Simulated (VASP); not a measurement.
## CaO: single point with PBE

Crystal: CaO.

```
CELL_PARAMETERS angstrom
4.05186 0.00000 0.00000
-2.02593 3.50901 0.00000
0.00000 0.00000 4.64129
ATOMIC_POSITIONS crystal
Ca 0.33333 0.66667 0.75000
Ca 0.66667 0.33333 0.25000
O 0.33333 0.66667 0.25000
O 0.66667 0.33333 0.75000
```

This cell differs from its parent crystal: strain +0.015 along x and y, -0.030 along z.

```json
{
 "Program": "VASP 6.6.1",
 "Task": "single point",
 "Functional": "PBE",
 "Potentials or basis": "VASP PAW PBE potentials, release 64 (Ca_sv, O)",
 "Cutoff": "520 eV",
 "k mesh": "9 × 9 × 6",
 "Occupations": "gaussian, width 0.05 eV",
 "Spin": "no spin polarisation",
 "Dipole correction": "no",
 "Further INCAR settings": "ALGO = Normal; EDIFF = 1e-06; NBANDS = 24"
}
```

* Pressure: 2.3 GPa
* Band gap on the k mesh: 3.00 eV, direct

Stress tensor (GPa, compression positive):
```
-0.10  0.00  0.00
 0.00 -0.10  0.00
 0.00  0.00  7.13
```

Levels at points of the mesh, in eV from the valence-band top:
```tsv
k point	band 13	band 14	band 15	band 16	band 17	band 18	band 19	band 20
(0.00, 0.00, 0.00)	-1.20	-1.20	-1.00	0.00	3.00	5.98	5.98	7.80
(0.00, 0.00, 0.50)	-1.39	-1.39	-1.39	-1.39	4.79	4.79	7.77	7.77
```

It used 71 s of CPU time on 1 thread of Intel Xeon 6975P-C, with other jobs on the host.

Caveat: the cell differs from its parent crystal (strain +0.015 along x and y, -0.030 along z). A k mesh can miss the band edges.
